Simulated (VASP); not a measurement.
# ZnS (P1) in VASP: relaxation of the atoms with PBEsol

Aim: the relaxation of the atoms of ZnS with PBEsol.

All numbers are computed with VASP 6.6.1; they aren't measurements. Logs are shortened: lines on timing, memory, paths and dates and some standing lists are left out, and cuts for length are marked.

## 1. The cell of the first run

The typed cell holds 4 atoms: a = 3.782 Å, b = 3.790 Å, c = 6.209 Å, α = 90.10°, β = 90.29°, γ = 120.21°.

## 2. Relaxation of the atoms, PBEsol (equal xy, yz and zx engineering shears of -0.5 %)

File INCAR:

```
  PREC = Accurate
  ENCUT = 450
  EDIFF = 1E-7
  ISMEAR = 0
  SIGMA = 0.01
  LREAL = False
  LASPH = True
  NELM = 120
  ALGO = Normal
  ISIF = 2
  LWAVE = False
  LCHARG = False
  GGA = PS
  IBRION = 2
  NSW = 50
  EDIFFG = -0.002
  GGA_COMPAT = False
  NELMIN = 4
  KPAR = 4
```

File KPOINTS:

```
regular mesh
0
Gamma
  8 8 4
```

File POSCAR:

```
ZnS
1.0
    3.7815781029     -0.0094539452     -0.0094539453
   -1.8989764082      3.2796696761     -0.0034603841
   -0.0155224026     -0.0155224026      6.2089610191
Zn S
2 2
Direct
    0.3333333333      0.6666666667      0.0054423638
    0.6666666667      0.3333333333      0.5054423638
    0.3333333333      0.6666666667      0.3795576362
    0.6666666667      0.3333333333      0.8795576362
```

Potentials or basis: VASP PAW PBE potentials, release 64 (Zn, S).

Started as:

```
cat potpaw_PBE.64/Zn/POTCAR potpaw_PBE.64/S/POTCAR > POTCAR
mpirun -np 4 vasp_std > vasp.out
```

OUTCAR:

```text
PREC = Accurate
   ENCUT = 450
   EDIFF = 1E-7
   ISMEAR = 0
   LREAL = False
   LASPH = True
   NELM = 120
   ISIF = 2
   GGA = PS
   IBRION = 2
   NSW = 50
   EDIFFG = -0.002
   NELMIN = 4

 ion  position               nearest neighbor table
   1  0.333  0.667  0.005-   4 2.31   4 2.32   3 2.32   4 2.32
   2  0.667  0.333  0.505-   3 2.32   3 2.32   3 2.32   4 2.32
   3  0.333  0.667  0.380-   2 2.32   2 2.32   2 2.32   1 2.32
   4  0.667  0.333  0.880-   1 2.31   1 2.32   2 2.32   1 2.32

  LATTYP: Found a triclinic cell.
 ALAT       =     3.7734158063
 B/A-ratio  =     1.0021693690
 C/A-ratio  =     1.6454586888
 COS(alpha) =     0.0049936876
 COS(beta)  =     0.0068363025
 COS(gamma) =     0.4967506424

  Lattice vectors:

 A1 = (   1.8826016947,   3.2702157309,  -0.0129143294)
 A2 = (   3.7815781029,  -0.0094539452,  -0.0094539453)
 A3 = (   0.0155224026,   0.0155224026,  -6.2089610191)

Analysis of symmetry for initial positions (statically):
=====================================================================
 Subroutine PRICEL returns:
 Original cell was already a primitive cell.

 Routine SETGRP: Setting up the symmetry group for a
 triclinic supercell.

 Subroutine GETGRP returns: Found  1 space group operations
 (whereof  1 operations were pure point group operations)
 out of a pool of  2 trial point group operations.

The static configuration has the point symmetry C_1 .

Analysis of symmetry for dynamics (positions and initial velocities):
=====================================================================
 Subroutine PRICEL returns:
 Original cell was already a primitive cell.

 Routine SETGRP: Setting up the symmetry group for a
 triclinic supercell.

 Subroutine GETGRP returns: Found  1 space group operations
 (whereof  1 operations were pure point group operations)
 out of a pool of  2 trial point group operations.

The dynamic configuration has the point symmetry C_1 .

 Subroutine INISYM returns: Found  1 space group operations
 (whereof  1 operations are pure point group operations),
 and found     1 'primitive' translations

----------------------------------------------------------------------------------------

[... 115 lines left out ...]
     AMIX     =   0.40;   BMIX     =  1.00
     AMIX_MAG =   1.60;   BMIX_MAG =  1.00
  volume/ion in A,a.u.               =      19.22       129.73
  Fermi-wavevector in a.u.,A,eV,Ry     =   1.271198  2.402216 21.986252  1.615944
  Thomas-Fermi vector in A             =   2.404144
   LORBIT       =      0    0 simple, 1 ext, 2 COOP (PROOUT), +10 PAW based schemes
   GGA     = PS    functional components
   LHFCALC =     F    Hartree Fock is set to
   AEXX    =    0.0000 exact exchange contribution
   IVDW    =     0    specifies the selected vdW correction
   LEPSILON=     F    determine dielectric tensor
   LRPA    =     F    only Hartree local field effects (RPA)
 conjugate gradient relaxation of ions
 non-spin polarized calculation
 Gauss-broadening in eV      SIGMA  =   0.01
  energy-cutoff  :      450.00
  volume of cell :       76.89
 maximum number of plane-waves:      1695
 NGX is ok and might be reduce to    28
   NGX = 13   NGY = 13   NGZ = 21

--------------------------------------- Ionic step        1  -------------------------------------------

 number of electron      36.0000003 magnetization

 Free energy of the ion-electron system (eV)
  ---------------------------------------------------
  ext. energy  EPLUGINS =         0.00000000
  ---------------------------------------------------
  free energy    TOTEN  =       -15.16458658 eV

  energy without entropy =      -15.16458658  energy(sigma->0) =      -15.16458658

------------------------ aborting loop because EDIFF is reached ----------------------------------------

  FORCE on cell =-STRESS in cart. coord.  units (eV):
  Direction    XX          YY          ZZ          XY          YZ          ZX
  --------------------------------------------------------------------------------------
  -------------------------------------------------------------------------------------
  Total        0.0562076      0.0556322      0.0349748      0.1382495      0.0920809      0.0921593
  in kB        1.1711648      1.1591760      0.7287486      2.8806248      1.9186361      1.9202690
  external PRESSURE =       1.0196964 kB  Pullay stress =       0.0000000 kB
[... 95 lines left out ...]
  FREE ENERGIE OF THE ION-ELECTRON SYSTEM (eV)
  ---------------------------------------------------
  free  energy   TOTEN  =       -15.1648481813 eV

  energy  without entropy=      -15.1648481813  energy(sigma->0) =      -15.16484818

[... ionic steps 4 to 7 ...]

--------------------------------------- Ionic step        8  -------------------------------------------

 number of electron      36.0000003 magnetization

------------------------ aborting loop because EDIFF is reached ----------------------------------------
[... 71 lines left out ...]
--------------------------------------- Ionic step       10  -------------------------------------------

 number of electron      36.0000003 magnetization

 Free energy of the ion-electron system (eV)
  ---------------------------------------------------
  ext. energy  EPLUGINS =         0.00000000
  ---------------------------------------------------
  free energy    TOTEN  =       -15.16485531 eV

  energy without entropy =      -15.16485531  energy(sigma->0) =      -15.16485531

 E-fermi :   2.3493     XC(G=0):  -9.9646

 val. band max:        2.2931147282   @ k =   0.0000   0.0000   0.0000
 cond. band min:       4.4398923033   @ k =   0.0000   0.0000   0.0000
 fundamental gap:      2.1467775752
 Fermi energy:         2.3492861599

 k-point     1 :       0.0000    0.0000    0.0000
  band No.  band energies     occupation
      1     -11.0890      2.00000
      2     -10.0926      2.00000
      3      -4.2100      2.00000
      4      -4.1949      2.00000
      5      -4.1911      2.00000
      6      -4.1091      2.00000
[... 589 lines left out ...]
     21       8.0092      0.00000
     22       9.6611      0.00000

 [... further k-points ...]

------------------------ aborting loop because EDIFF is reached ----------------------------------------

  FORCE on cell =-STRESS in cart. coord.  units (eV):
  Direction    XX          YY          ZZ          XY          YZ          ZX
  --------------------------------------------------------------------------------------
  -------------------------------------------------------------------------------------
  Total        0.0580376      0.0566277      0.0389319      0.0792645      0.0680319      0.0681131
  in kB        1.2092965      1.1799187      0.8112015      1.6515889      1.4175410      1.4192338
  external PRESSURE =       1.0668056 kB  Pullay stress =       0.0000000 kB
[... 19 lines left out ...]
  FREE ENERGIE OF THE ION-ELECTRON SYSTEM (eV)
  ---------------------------------------------------
  free  energy   TOTEN  =       -15.1648553134 eV

  energy  without entropy=      -15.1648553134  energy(sigma->0) =      -15.16485531

 reached required accuracy - stopping structural energy minimisation
```

Run time: 2.4 min. Hardware: 4 MPI ranks of AMD EPYC 7R43 (Zen 3), shared host; peak memory 0.28 GiB.

Results:

```
Free energy               : -15.1649 eV
Energy gained by relaxing : 0.1 meV/atom
Ionic steps               : 10
Pressure after relaxing   : 0.1 GPa
Band gap on the k mesh    : 2.15 eV
```

Stress tensor (GPa, compression positive):
```
0.12 0.17 0.14
0.17 0.12 0.14
0.14 0.14 0.08
```

The path:
```tsv
step	energy change (eV)	largest force (eV/Å)	pressure (GPa)
1	0.0000	0.0568	0.10
2	-0.0002	0.0232	0.11
3	-0.0003	0.0037	0.11
4	-0.0003	0.0023	0.11
5	-0.0003	0.0027	0.11
6	-0.0003	0.0027	0.11
7	-0.0003	0.0028	0.11
8	-0.0003	0.0044	0.11
9	-0.0003	0.0038	0.11
10	-0.0003	0.0019	0.11
```

Final structure:
```xyz
4
Lattice="3.7816 -0.0095 -0.0095 -1.8990 3.2797 -0.0035 -0.0155 -0.0155 6.2090" Properties=species:S:1:pos:R:3 pbc="T T T"
Zn   -0.0034    2.1847    0.0283
Zn    1.8811    1.0806    3.1309
S    -0.0089    2.1759    2.3511
S     1.8689    1.0718    5.4537
```

Levels at points of the mesh, in eV from the valence-band top:
```
           k point  band 16  band 17  band 18  band 19  band 20  band 21
(0.00, 0.00, 0.00)    -0.11    -0.02     0.00     2.15     3.02     6.17
(0.50, 0.00, 0.00)    -2.38    -1.80    -0.96     3.47     4.16     4.93
(0.00, 0.50, 0.00)    -2.36    -1.81    -0.94     3.50     4.19     4.95
(0.50, 0.50, 0.00)    -2.34    -1.82    -0.92     3.54     4.22     4.97
(0.00, 0.00, 0.50)    -0.52    -0.49    -0.49     3.49     3.50     6.63
(0.50, 0.00, 0.50)    -1.73    -1.73    -1.70     3.37     3.40     5.04
(0.00, 0.50, 0.50)    -1.72    -1.71    -1.70     3.38     3.41     5.06
(0.50, 0.50, 0.50)    -1.73    -1.68    -1.68     3.40     3.41     5.08
```

Caveat: the cell differs from its parent crystal (equal xy, yz and zx engineering shears of -0.5 %); the PAW data sets were made with another functional, which shifts forces and pressure a little.
